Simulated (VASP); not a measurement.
# ZrC (P6_3/mmc) in VASP: a series of runs, part 3 of 3

VASP 6.6.1.

## (4) Relaxation of cell and atoms, PBE

This run uses another cell than the first one, of 13.17 Å³/atom, 1.011 times its volume.

Input file INCAR:

```
ALGO = Normal
EDIFF = 1E-7
EDIFFG = -0.005
ENCUT = 600
GGA = PE
IBRION = 2
ISIF = 3
ISMEAR = 0
LASPH = True
LCHARG = False
LREAL = False
LWAVE = False
NELM = 100
NSW = 100
PREC = Accurate
SIGMA = 0.1
```

Input file KPOINTS:

```
k-points
0
Gamma
  15 15 8
```

Input file POSCAR:

```
ZrC
1.0
    3.3914762718      0.0000000000      0.0000000000
   -1.6957381359      2.9371046077      0.0000000000
    0.0000000000      0.0000000000      5.2900530000
Zr C
2 2
Direct
    0.3333333300      0.6666666700      0.2500000000
    0.6666666700      0.3333333300      0.7500000000
    0.0000000000      0.0000000000      0.0000000000
    0.0000000000      0.0000000000      0.5000000000
```

Potentials or basis: VASP PAW PBE potentials, release 64 (Zr_sv, C).

The run is started by

```
$ cat potpaw_PBE.64/Zr_sv/POTCAR potpaw_PBE.64/C/POTCAR > POTCAR
$ mpirun -np 1 vasp_std > vasp.out
```

OUTCAR:

```text
EDIFF = 1E-7
   EDIFFG = -0.005
   ENCUT = 600
   GGA = PE
   IBRION = 2
   ISIF = 3
   ISMEAR = 0
   LASPH = True
   LREAL = False
   NELM = 100
   NSW = 100
   PREC = Accurate

 ion  position               nearest neighbor table
   1  0.333  0.667  0.250-   3 2.36   4 2.36   3 2.36   4 2.36   3 2.36   4 2.36   2 3.29   2 3.29
                             2 3.29   2 3.29   2 3.29   2 3.29
   2  0.667  0.333  0.750-   3 2.36   4 2.36   3 2.36   4 2.36   3 2.36   4 2.36   1 3.29   1 3.29
                             1 3.29   1 3.29   1 3.29   1 3.29
   3  0.000  0.000  0.000-   1 2.36   2 2.36   1 2.36   2 2.36   2 2.36   1 2.36
   4  0.000  0.000  0.500-   1 2.36   2 2.36   1 2.36   2 2.36   2 2.36   1 2.36

  LATTYP: Found a hexagonal cell.
 ALAT       =     3.3914762718
 C/A-ratio  =     1.5598083478

  Lattice vectors:

 A1 = (   3.3914762718,   0.0000000000,   0.0000000000)
 A2 = (  -1.6957381359,   2.9371046077,   0.0000000000)
 A3 = (   0.0000000000,   0.0000000000,   5.2900530000)

Analysis of symmetry for initial positions (statically):
=====================================================================
 Subroutine PRICEL returns:
 Original cell was already a primitive cell.

 Routine SETGRP: Setting up the symmetry group for a
 hexagonal supercell.

 Subroutine GETGRP returns: Found 24 space group operations
 (whereof 12 operations were pure point group operations)
 out of a pool of 24 trial point group operations.

The static configuration has the point symmetry D_3d.
 The point group associated with its full space group is D_6h.

Analysis of symmetry for dynamics (positions and initial velocities):
=====================================================================
 Subroutine PRICEL returns:
 Original cell was already a primitive cell.

 Routine SETGRP: Setting up the symmetry group for a
 hexagonal supercell.

 Subroutine GETGRP returns: Found 24 space group operations
 (whereof 12 operations were pure point group operations)
 out of a pool of 24 trial point group operations.

The dynamic configuration has the point symmetry D_3d.
 The point group associated with its full space group is D_6h.

 Subroutine INISYM returns: Found 24 space group operations
 (whereof 12 operations are pure point group operations),
 and found     1 'primitive' translations

----------------------------------------------------------------------------------------

                                     Primitive cell

  volume of cell :      52.6949

  direct lattice vectors                    reciprocal lattice vectors
     3.391476272  0.000000000  0.000000000     0.294856847  0.170235680  0.000000000
    -1.695738136  2.937104608  0.000000000     0.000000000  0.340471360  0.000000000
     0.000000000  0.000000000  5.290053000     0.000000000  0.000000000  0.189034023

  length of vectors
     3.391476272  3.391476272  5.290053000     0.340471360  0.340471360  0.189034023

  position of ions in fractional coordinates (direct lattice)
     0.333333330  0.666666670  0.250000000
     0.666666670  0.333333330  0.750000000
     0.000000000  0.000000000  0.000000000
     0.000000000  0.000000000  0.500000000

  ion indices of the primitive-cell ions
   primitive index   ion index
                 1           1
                 2           2
                 3           3
                 4           4

----------------------------------------------------------------------------------------

 KPOINTS: k-points

Automatic generation of k-mesh.
 Grid dimensions read from file:
 generate k-points for:   15   15    8

 Generating k-lattice:

  Cartesian coordinates                     Fractional coordinates (reciprocal lattice)
     0.019657123  0.011349045  0.000000000     0.066666667 -0.000000000  0.000000000
     0.000000000  0.022698091  0.000000000     0.000000000  0.066666667  0.000000000
     0.000000000  0.000000000  0.023629253     0.000000000  0.000000000  0.125000000

  Length of vectors
     0.022698091  0.022698091  0.023629253

  Shift w.r.t. Gamma in fractional coordinates (k-lattice)
     0.000000000  0.000000000  0.000000000

 Subroutine IBZKPT returns following result:
 ===========================================

 Found    135 irreducible k-points:

 Following reciprocal coordinates:
            Coordinates               Weight
  0.000000  0.000000  0.000000      1.000000
  0.066667  0.000000  0.000000      6.000000
  0.133333  0.000000  0.000000      6.000000
  0.200000  0.000000  0.000000      6.000000
  0.266667  0.000000  0.000000      6.000000
  0.333333  0.000000  0.000000      6.000000
[... 16 lines left out ...]
  0.333333  0.200000  0.000000     12.000000
  0.400000  0.200000  0.000000      6.000000
 [... further k-points ...]
   k-points           NKPTS =    135   k-points in BZ     NKDIM =    135   number of bands    NBANDS=     20
   number of dos      NEDOS =    301   number of ions     NIONS =      4
   total plane-waves  NPLWV =  32928
   dimension x,y,z NGX =    28 NGY =   28 NGZ =   42
   dimension x,y,z NGXF=    56 NGYF=   56 NGZF=   84
   ions per type =               2   2
   NGX,Y,Z   is equivalent  to a cutoff of  13.73, 13.73, 13.20 a.u.
   NGXF,Y,Z  is equivalent  to a cutoff of  27.45, 27.45, 26.40 a.u.
 SYSTEM =  unknown system
   PREC   = accura    normal or accurate (medium, high low for compatibility)
   ISTART =      0    job   : 0-new  1-cont  2-samecut
   ICHARG =      2    charge: 1-file 2-atom 10-const
   ISPIN  =      1    spin polarized calculation?
   LNONCOLLINEAR =      F non collinear calculations
   LSORBIT =      F    spin-orbit coupling
   LASPH  =      T    aspherical Exc in radial PAW
   ENCUT  =  600.0 eV  44.10 Ry    6.64 a.u.   6.77  6.77 10.57*2*pi/ulx,y,z
   NELM   =    100;   NELMIN=  2; NELMDL= -5     # of ELM steps
   EDIFF  = 0.1E-06   stopping-criterion for ELM
   LREAL  =      F    real-space projection
   EDIFFG = -.5E-02   stopping-criterion for IOM
   NSW    =    100    number of steps for IOM
   IBRION =      2    ionic relax: 0-MD 1-quasi-New 2-CG
   NFREE  =      1    steps in history (QN), initial steepest desc. (CG)
   ISIF   =      3    stress and relaxation
   ISYM   =      2    0-nonsym 1-usesym 2-fastsym
   POTIM  = 0.5000    time-step for ionic-motion
   TEBEG  =    0.0;   TEEND  =   0.0 temperature during run
   PSTRESS=    0.0 pullay stress
   NELECT =      32.0000    total number of electrons
   NUPDOWN=      -1.0000    fix difference up-down
   EMIN   =  10.00;   EMAX   =-10.00  energy-range for DOS
   EFERMI =   0.00;   METHOD = LEGACY
   ISMEAR =     0;   SIGMA  =   0.10  broadening in eV -4-tet -1-fermi 0-gaus
   EFERMI_NEDOS =   21; number of points for ismear=-14 and -15
   IALGO  =     38    algorithm
   IMIX   =      4    mixing-type and parameters
     AMIX     =   0.40;   BMIX     =  1.00
     AMIX_MAG =   1.60;   BMIX_MAG =  1.00
  volume/ion in A,a.u.               =      13.17        88.90
  Fermi-wavevector in a.u.,A,eV,Ry     =   1.386337  2.619797 26.149441  1.921930
  Thomas-Fermi vector in A             =   2.510662
   LORBIT       =      0    0 simple, 1 ext, 2 COOP (PROOUT), +10 PAW based schemes
   GGA     = PE    functional components
   LHFCALC =     F    Hartree Fock is set to
   AEXX    =    0.0000 exact exchange contribution
   IVDW    =     0    specifies the selected vdW correction
   LEPSILON=     F    determine dielectric tensor
   LRPA    =     F    only Hartree local field effects (RPA)
 conjugate gradient relaxation of ions
 non-spin polarized calculation
 Gauss-broadening in eV      SIGMA  =   0.10
  energy-cutoff  :      600.00
  volume of cell :       52.69
 maximum number of plane-waves:      1782
 NGX is ok and might be reduce to    28
   NGX = 13   NGY = 13   NGZ = 21

--------------------------------------- Ionic step        1  -------------------------------------------

 number of electron      32.0000001 magnetization

 Free energy of the ion-electron system (eV)
  ---------------------------------------------------
  ext. energy  EPLUGINS =         0.00000000
  ---------------------------------------------------
  free energy    TOTEN  =       -38.25453636 eV

  energy without entropy =      -38.25201694  energy(sigma->0) =      -38.25327665

 E-fermi :   9.9159     XC(G=0): -12.0640

 val. band max:        9.8868189755   @ k =   0.1333   0.0000   0.1250
 cond. band min:       9.9172031841   @ k =   0.1333   0.0000   0.0000
 fundamental gap:      0.0303842086
 Fermi energy:         9.9158644058

 k-point     1 :       0.0000    0.0000    0.0000
  band No.  band energies     occupation
      1     -38.6190      2.00000
      2     -38.5063      2.00000
      3     -17.1669      2.00000
      4     -16.4692      2.00000
      5     -16.4692      2.00000
      6     -16.3718      2.00000
[... 12 lines left out ...]
     19      11.3929      0.00000
[... 717 lines left out ...]
  energy  without entropy=      -38.2558584880  energy(sigma->0) =      -38.25710906

--------------------------------------- Ionic step        6  -------------------------------------------

 number of electron      32.0000001 magnetization

 Free energy of the ion-electron system (eV)
  ---------------------------------------------------
  ext. energy  EPLUGINS =         0.00000000
  ---------------------------------------------------
  free energy    TOTEN  =       -38.25836879 eV

  energy without entropy =      -38.25586154  energy(sigma->0) =      -38.25711517

 E-fermi :  10.0204     XC(G=0): -12.1139

 val. band max:        9.9901699582   @ k =   0.1333   0.0000   0.1250
 cond. band min:      10.0254693753   @ k =   0.3333   0.2667   0.1250
 fundamental gap:      0.0352994171
 Fermi energy:        10.0204160919

 k-point     1 :       0.0000    0.0000    0.0000
  band No.  band energies     occupation
      1     -38.4657      2.00000
      2     -38.3490      2.00000
      3     -17.0357      2.00000
      4     -16.3106      2.00000
      5     -16.3106      2.00000
      6     -16.2119      2.00000
[... 12 lines left out ...]
     19      11.5415      0.00000
[... 561 lines left out ...]
  FREE ENERGIE OF THE ION-ELECTRON SYSTEM (eV)
  ---------------------------------------------------
  free  energy   TOTEN  =       -38.2583687932 eV

  energy  without entropy=      -38.2558615397  energy(sigma->0) =      -38.25711517

 reached required accuracy - stopping structural energy minimisation
```

Wall time 5.9 min (1 thread of AMD EPYC 9R45 (Zen 5), shared host); peak memory 0.27 GiB.

Results:

```
Free energy                            : -38.2584 eV
Relaxed volume                         : 13.04 Å³/atom
Relaxed cell                           : a = 3.376 Å, b = 3.376 Å, c = 5.283 Å, α = 90.00°, β = 90.00°, γ = 120.00°
Space group after relaxing (to 0.05 Å) : P6_3/mmc (No. 194)
Energy gained by relaxing              : 1.0 meV/atom
Ionic steps                            : 6
Pressure after relaxing                : 0.0 GPa
Band gap on the k mesh                 : zero (band 16 reaches 10.81 eV, above the bottom of band 17 at 9.52 eV)
```

The path:
| step | energy change (eV) | largest force (eV/Å) | pressure (GPa) | volume (Å³) |
| --- | --- | --- | --- | --- |
| 1 | 0.0000 | 0.0000 | -2.17 | 52.69 |
| 2 | 0.0053 | 0.0000 | 3.59 | 51.35 |
| 3 | -0.0037 | 0.0000 | 0.02 | 52.16 |
| 4 | -0.0037 | 0.0000 | 0.07 | 52.15 |
| 5 | -0.0038 | 0.0000 | 0.05 | 52.16 |
| 6 | -0.0038 | 0.0000 | 0.04 | 52.16 |

Final structure:
```
CELL_PARAMETERS angstrom
3.37637 0.00000 0.00000
-1.68818 2.92402 0.00000
0.00000 0.00000 5.28332
ATOMIC_POSITIONS crystal
Zr 0.33333 0.66667 0.25000
Zr 0.66667 0.33333 0.75000
C 0.00000 0.00000 0.00000
C 0.00000 0.00000 0.50000
```

Levels at points of the mesh, in eV from the Fermi level:
```
           k point  band 14  band 15  band 16  band 17  band 18  band 19
(0.00, 0.00, 0.00)    -1.27    -1.27     0.79     1.11     1.11     1.52
(0.00, 0.00, 0.50)    -2.59    -2.59    -2.59     3.26     3.26     3.26
```

## (5) Summary

```csv
task,cell,k mesh,cutoff (eV),smearing,gap on the mesh (eV),pressure (GPa)
single point,"a = 3.376, b = 3.376, c = 5.282 Å, angles 90.0, 90.0, 120.0°, 4 atoms",18 × 18 × 10,520,gaussian 0.15 eV,none,0.3
single point,"a = 3.376, b = 3.376, c = 5.282 Å, angles 90.0, 90.0, 120.0°, 4 atoms",15 × 15 × 8,520,gaussian 0.1 eV,none,0.2
relaxation of cell and atoms,"relaxed from a = 3.391, b = 3.391, c = 5.290 Å, angles 90.0, 90.0, 120.0°, 4 atoms",15 × 15 × 8,600,gaussian 0.1 eV,none,0.0
```

Alike in all rows: level PBE; potentials or basis VASP PAW PBE potentials, release 64 (Zr_sv, C); no spin polarisation.

Absolute energies hang on the potentials; compare differences alone.
